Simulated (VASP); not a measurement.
# BeS (Fm-3m) in VASP: further runs

Runs on BeS. Level: r2SCAN. Tasks: single point.

Everything below comes from runs of VASP 6.6.1. Logs are shortened: lines on timing, memory, paths and dates and some standing lists are left out, and cuts for length are marked.

**1. The cell of the first run**

Symmetry: Fm-3m, No. 225, cubic system. The conventional cell has a = 4.635 Å, b = 4.635 Å, c = 4.635 Å, α = 90.00°, β = 90.00°, γ = 90.00°. Within 3.1 Å of Be (site symmetry m-3m) lie 6 S at 2.32 Å. Within 3.1 Å of S (site symmetry m-3m) lie 6 Be at 2.32 Å.

**2. Single point, r2SCAN**

File POSCAR:

```
BeS
1.0
    0.0000000000      2.3172971949      2.3172971949
    2.3172971949      0.0000000000      2.3172971949
    2.3172971949      2.3172971949      0.0000000000
Be S
1 1
Direct
    0.0000000000      0.0000000000      0.0000000000
    0.5000000000      0.5000000000      0.5000000000
```

File INCAR.step1:

```
SYSTEM = BeS
PREC     = Accurate       ! precision mode
ENCUT    = 520            ! plane-wave cutoff, eV
ISMEAR   = 0              ! smearing method
SIGMA    = 0.01           ! smearing width, eV
LREAL    = .FALSE.        ! projectors in reciprocal space
LASPH    = .TRUE.         ! aspherical terms in the spheres
NELM     = 60             ! most SCF steps
NBANDS   = 11             ! bands
GGA      = PE             ! functional
ALGO     = Normal         ! electronic algorithm
EDIFF    = 1E-4           ! SCF threshold, eV
LWAVE    = .TRUE.         ! write WAVECAR
LCHARG   = .FALSE.        ! write CHGCAR
```

File INCAR.step2:

```
SYSTEM = BeS
PREC     = Accurate       ! precision mode
ENCUT    = 520            ! plane-wave cutoff, eV
EDIFF    = 1E-6           ! SCF threshold, eV
ISMEAR   = 0              ! smearing method
SIGMA    = 0.01           ! smearing width, eV
LREAL    = .FALSE.        ! projectors in reciprocal space
LASPH    = .TRUE.         ! aspherical terms in the spheres
NELM     = 60             ! most SCF steps
ALGO     = Normal         ! electronic algorithm
ISIF     = 2              ! what is computed and relaxed
LWAVE    = .FALSE.        ! write WAVECAR
LCHARG   = .TRUE.         ! write CHGCAR
METAGGA  = R2SCAN         ! meta-GGA
LMIXTAU  = .TRUE.       
LELF     = .TRUE.         ! ELF
LVHAR    = .TRUE.       
NBANDS   = 11             ! bands
ISTART   = 1
```

File KPOINTS:

```
regular mesh
0
G
  8 8 8
  0 0 0
```

Potentials or basis: VASP PAW PBE potentials, release 64 (Be, S).

Launch:

```bash
cat potpaw_PBE.64/Be/POTCAR potpaw_PBE.64/S/POTCAR > POTCAR
cp INCAR.step1 INCAR
mpirun -np 1 vasp_std > vasp.out
cp INCAR.step2 INCAR
mpirun -np 1 vasp_std > vasp.out
```

OUTCAR:

```text
SYSTEM = BeS
   PREC = Accurate
   ENCUT = 520
   EDIFF = 1E-6
   ISMEAR = 0
   LREAL = .FALSE.
   LASPH = .TRUE.
   NELM = 60
   ISIF = 2
   METAGGA = R2SCAN
   ISTART = 1

 ion  position               nearest neighbor table
   1  0.000  0.000  0.000-   2 2.32   2 2.32   2 2.32   2 2.32   2 2.32   2 2.32
   2  0.500  0.500  0.500-   1 2.32   1 2.32   1 2.32   1 2.32   1 2.32   1 2.32

  LATTYP: Found a face centered cubic cell.
 ALAT       =     4.6345943898

  Lattice vectors:

 A1 = (   0.0000000000,   2.3172971949,   2.3172971949)
 A2 = (   2.3172971949,   0.0000000000,   2.3172971949)
 A3 = (   2.3172971949,   2.3172971949,   0.0000000000)

Analysis of symmetry for initial positions (statically):
=====================================================================
 Subroutine PRICEL returns:
 Original cell was already a primitive cell.

 Routine SETGRP: Setting up the symmetry group for a
 face centered cubic supercell.

 Subroutine GETGRP returns: Found 48 space group operations
 (whereof 48 operations were pure point group operations)
 out of a pool of 48 trial point group operations.

The static configuration has the point symmetry O_h .

Analysis of symmetry for dynamics (positions and initial velocities):
=====================================================================
 Subroutine PRICEL returns:
 Original cell was already a primitive cell.

 Routine SETGRP: Setting up the symmetry group for a
 face centered cubic supercell.

 Subroutine GETGRP returns: Found 48 space group operations
 (whereof 48 operations were pure point group operations)
 out of a pool of 48 trial point group operations.

The dynamic configuration has the point symmetry O_h .

 Subroutine INISYM returns: Found 48 space group operations
 (whereof 48 operations are pure point group operations),
 and found     1 'primitive' translations

----------------------------------------------------------------------------------------

                                     Primitive cell

  volume of cell :      24.8872

  direct lattice vectors                    reciprocal lattice vectors
     0.000000000  2.317297195  2.317297195    -0.215768612  0.215768612  0.215768612
     2.317297195  0.000000000  2.317297195     0.215768612 -0.215768612  0.215768612
     2.317297195  2.317297195  0.000000000     0.215768612  0.215768612 -0.215768612

  length of vectors
     3.277153121  3.277153121  3.277153121     0.373722199  0.373722199  0.373722199

  position of ions in fractional coordinates (direct lattice)
     0.000000000  0.000000000  0.000000000
     0.500000000  0.500000000  0.500000000

  ion indices of the primitive-cell ions
   primitive index   ion index
                 1           1
                 2           2

----------------------------------------------------------------------------------------

 KPOINTS: regular mesh

Automatic generation of k-mesh.
 Grid dimensions read from file:
 generate k-points for:    8    8    8

 Generating k-lattice:

  Cartesian coordinates                     Fractional coordinates (reciprocal lattice)
    -0.026971077  0.026971077  0.026971077     0.125000000  0.000000000  0.000000000
     0.026971077 -0.026971077  0.026971077     0.000000000  0.125000000  0.000000000
     0.026971077  0.026971077 -0.026971077     0.000000000  0.000000000  0.125000000

  Length of vectors
     0.046715275  0.046715275  0.046715275

  Shift w.r.t. Gamma in fractional coordinates (k-lattice)
     0.000000000  0.000000000  0.000000000

 Subroutine IBZKPT returns following result:
 ===========================================

 Found     29 irreducible k-points:

 Following reciprocal coordinates:
            Coordinates               Weight
  0.000000  0.000000  0.000000      1.000000
  0.125000  0.000000  0.000000      8.000000
  0.250000  0.000000  0.000000      8.000000
  0.375000  0.000000  0.000000      8.000000
  0.500000  0.000000  0.000000      4.000000
  0.125000  0.125000  0.000000      6.000000
[... 16 lines left out ...]
  0.500000  0.250000  0.125000     48.000000
 -0.375000  0.250000  0.125000     24.000000
 [... further k-points ...]
   k-points           NKPTS =     29   k-points in BZ     NKDIM =     29   number of bands    NBANDS=     11
   number of dos      NEDOS =    301   number of ions     NIONS =      2
   total plane-waves  NPLWV =  13824
   dimension x,y,z NGX =    24 NGY =   24 NGZ =   24
   dimension x,y,z NGXF=    48 NGYF=   48 NGZF=   48
   ions per type =               1   1
   NGX,Y,Z   is equivalent  to a cutoff of  12.17, 12.17, 12.17 a.u.
   NGXF,Y,Z  is equivalent  to a cutoff of  24.35, 24.35, 24.35 a.u.
 SYSTEM =  BeS
   PREC   = accura    normal or accurate (medium, high low for compatibility)
   ISTART =      1    job   : 0-new  1-cont  2-samecut
   ICHARG =      0    charge: 1-file 2-atom 10-const
   ISPIN  =      1    spin polarized calculation?
   LNONCOLLINEAR =      F non collinear calculations
   LSORBIT =      F    spin-orbit coupling
   LASPH  =      T    aspherical Exc in radial PAW
   ENCUT  =  520.0 eV  38.22 Ry    6.18 a.u.   6.09  6.09  6.09*2*pi/ulx,y,z
   NELM   =     60;   NELMIN=  2; NELMDL=  0     # of ELM steps
   EDIFF  = 0.1E-05   stopping-criterion for ELM
   LREAL  =      F    real-space projection
   EDIFFG = 0.1E-04   stopping-criterion for IOM
   NSW    =      0    number of steps for IOM
   IBRION =     -1    ionic relax: 0-MD 1-quasi-New 2-CG
   NFREE  =      0    steps in history (QN), initial steepest desc. (CG)
   ISIF   =      2    stress and relaxation
   ISYM   =      2    0-nonsym 1-usesym 2-fastsym
   POTIM  = 0.5000    time-step for ionic-motion
   TEBEG  =    0.0;   TEEND  =   0.0 temperature during run
   PSTRESS=    0.0 pullay stress
   NELECT =       8.0000    total number of electrons
   NUPDOWN=      -1.0000    fix difference up-down
   EMIN   =  10.00;   EMAX   =-10.00  energy-range for DOS
   EFERMI =   0.00;   METHOD = LEGACY
   ISMEAR =     0;   SIGMA  =   0.01  broadening in eV -4-tet -1-fermi 0-gaus
   EFERMI_NEDOS =   21; number of points for ismear=-14 and -15
   IALGO  =     38    algorithm
   IMIX   =      4    mixing-type and parameters
     AMIX     =   0.40;   BMIX     =  1.00
     AMIX_MAG =   1.60;   BMIX_MAG =  1.00
  volume/ion in A,a.u.               =      12.44        83.97
  Fermi-wavevector in a.u.,A,eV,Ry     =   1.121450  2.119232 17.111356  1.257649
  Thomas-Fermi vector in A             =   2.258103
   LORBIT       =      0    0 simple, 1 ext, 2 COOP (PROOUT), +10 PAW based schemes
   METAGGA = R2SCAN    functional components
   LHFCALC =     F    Hartree Fock is set to
   AEXX    =    0.0000 exact exchange contribution
   IVDW    =     0    specifies the selected vdW correction
   LEPSILON=     F    determine dielectric tensor
   LRPA    =     F    only Hartree local field effects (RPA)
 non-spin polarized calculation
 Gauss-broadening in eV      SIGMA  =   0.01
  energy-cutoff  :      520.00
  volume of cell :       24.89
 maximum number of plane-waves:       692
   NGX = 13   NGY = 13   NGZ = 13

 number of electron       7.9999998 magnetization

 Free energy of the ion-electron system (eV)
  ---------------------------------------------------
  ext. energy  EPLUGINS =         0.00000000
  ---------------------------------------------------
  free energy    TOTEN  =       -13.55077524 eV

  energy without entropy =      -13.55077524  energy(sigma->0) =      -13.55077524

 E-fermi :   6.4901     XC(G=0): -11.0899

 val. band max:        6.4316499780   @ k =  -0.1250   0.1250   0.0000
 cond. band min:       7.7839557837   @ k =   0.5000   0.5000   0.0000
 fundamental gap:      1.3523058058
 Fermi energy:         6.4901015597

 k-point     1 :       0.0000    0.0000    0.0000
  band No.  band energies     occupation
      1      -9.3078      2.00000
      2       6.1681      2.00000
      3       6.1681      2.00000
      4       6.1681      2.00000
      5      12.6431      0.00000
      6      15.8241      0.00000
      7      15.8241      0.00000
      8      15.8241      0.00000
      9      17.0975      0.00000
     10      17.0975      0.00000
     11      17.0975      0.00000

 k-point     2 :       0.1250    0.0000    0.0000
  band No.  band energies     occupation
      1      -9.0671      2.00000
      2       4.7945      2.00000
      3       6.0978      2.00000
      4       6.0978      2.00000
      5      13.0658      0.00000
      6      14.9232      0.00000
      7      14.9232      0.00000
      8      15.5814      0.00000
      9      16.6277      0.00000
     10      16.6277      0.00000
     11      17.6045      0.00000

 k-point     3 :       0.2500    0.0000    0.0000
  band No.  band energies     occupation
      1      -8.3880      2.00000
      2       2.2578      2.00000
      3       5.9732      2.00000
      4       5.9733      2.00000
      5      12.3447      0.00000
      6      12.8296      0.00000
      7      12.8296      0.00000
      8      17.0060      0.00000
      9      18.3450      0.00000
     10      18.3451      0.00000
     11      18.4049      0.00000

 k-point     4 :       0.3750    0.0000    0.0000
  band No.  band energies     occupation
      1      -7.4712      2.00000
      2      -0.0020      2.00000
      3       5.9103      2.00000
      4       5.9104      2.00000
      5      11.4227      0.00000
      6      11.4227      0.00000
      7      11.5652      0.00000
      8      17.5553      0.00000
      9      20.8107      0.00000
     10      20.8725      0.00000
     11      20.8725      0.00000
[... 239 lines left out ...]
 k-point    22 :       0.3750    0.2500    0.1250
  band No.  band energies     occupation
      1      -7.7992      2.00000
      2       2.1102      2.00000
      3       3.6137      2.00000
      4       5.3891      2.00000
      5      10.6849      0.00000
      6      13.6408      0.00000
      7      14.2386      0.00000
      8      16.4709      0.00000
      9      17.6248      0.00000
     10      20.9701      0.00000
     11      22.5238      0.00000

 k-point    23 :       0.5000    0.2500    0.1250
  band No.  band energies     occupation
      1      -6.9411      2.00000
      2       0.4763      2.00000
      3       2.9785      2.00000
      4       4.7685      2.00000
      5      10.7970      0.00000
      6      12.4260      0.00000
      7      15.0121      0.00000
      8      17.0328      0.00000
      9      18.9852      0.00000
     10      22.2510      0.00000
     11      23.3044      0.00000

 k-point    24 :      -0.3750    0.2500    0.1250
  band No.  band energies     occupation
      1      -6.4653      2.00000
      2      -0.3730      2.00000
      3       2.9105      2.00000
      4       4.4049      2.00000
      5      11.1850      0.00000
      6      11.6800      0.00000
      7      15.1463      0.00000
      8      18.4686      0.00000
      9      19.7630      0.00000
     10      20.4756      0.00000
     11      24.1004      0.00000

 [... further k-points ...]

------------------------ aborting loop because EDIFF is reached ----------------------------------------

  FORCE on cell =-STRESS in cart. coord.  units (eV):
  Direction    XX          YY          ZZ          XY          YZ          ZX
  --------------------------------------------------------------------------------------
  -------------------------------------------------------------------------------------
  Total        0.0041649      0.0041649      0.0041649      0.0000000      0.0000000     -0.0000000
  in kB        0.2681292      0.2681292      0.2681292      0.0000000      0.0000000     -0.0000000
  external PRESSURE =       0.2681292 kB  Pullay stress =       0.0000000 kB

 VOLUME and BASIS-vectors are now :
 -----------------------------------------------------------------------------
  energy-cutoff  :      520.00
  volume of cell :       24.89
      direct lattice vectors                 reciprocal lattice vectors
     0.000000000  2.317297195  2.317297195    -0.215768612  0.215768612  0.215768612
     2.317297195  0.000000000  2.317297195     0.215768612 -0.215768612  0.215768612
     2.317297195  2.317297195  0.000000000     0.215768612  0.215768612 -0.215768612

 POSITION                                       TOTAL-FORCE (eV/Angst)
 -----------------------------------------------------------------------------------
      0.00000      0.00000      0.00000        -0.000000     -0.000000     -0.000000
      2.31730      2.31730      2.31730         0.000000      0.000000      0.000000
 -----------------------------------------------------------------------------------
    total drift:                               -0.000000     -0.000000      0.000000

  FREE ENERGIE OF THE ION-ELECTRON SYSTEM (eV)
  ---------------------------------------------------
  free  energy   TOTEN  =       -13.5507752383 eV

  energy  without entropy=      -13.5507752383  energy(sigma->0) =      -13.55077524
```

Wall time 8.9 s (1 thread of Intel Xeon 6975P-C (Granite Rapids), shared host); peak memory 0.14 GiB.

What came out:

| Quantity | Value |
| --- | --- |
| Free energy | -13.5508 eV |
| Pressure | 0.0 GPa |
| Band gap on the k mesh | 1.35 eV, indirect (least direct gap 4.60 eV) |

Caveat: the PAW data sets were made with another functional, which shifts forces and pressure a little.

[end of part 1 of 3]
